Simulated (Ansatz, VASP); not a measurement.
# Pb in VASP and in Ansatz

```
Pb
1.0
     0.00000    2.52100    2.52100
     2.52100    0.00000    2.52100
     2.52100    2.52100    0.00000
Pb
1
Cartesian
  0.0000 0.0000 0.0000
```

Alike in both runs: functional PBE; k mesh 14 × 14 × 14; occupations gaussian, width 0.1 eV; no spin polarisation.

Ansatz relaxed the structure, and its values are those at the end. VASP's run is a single point on that final structure, the one shown.

|  | VASP | Ansatz |
| --- | --- | --- |
| version | VASP 6.6.1 | Ansatz 0.2.0 |
| potentials or method | VASP PAW PBE potentials, release 64 (Pb_d), cutoff 520 eV | scalar-relativistic, plane waves, PAW |
| valence electrons in the cell | 14 | 14 |

VASP gave:

```
gap on the k mesh at the Fermi level (eV) : none
pressure (GPa)                            : -0.1
```

Task: What did Ansatz give for the same quantities?

Result: gap on the k mesh at the Fermi level (eV): none; pressure (GPa): 0.0.

A gap of «none» marks a metal or a gap that the smearing closes. The functional is the same, so the differences come from potentials, cutoffs and numerics.

Neither program's run includes spin-orbit coupling.
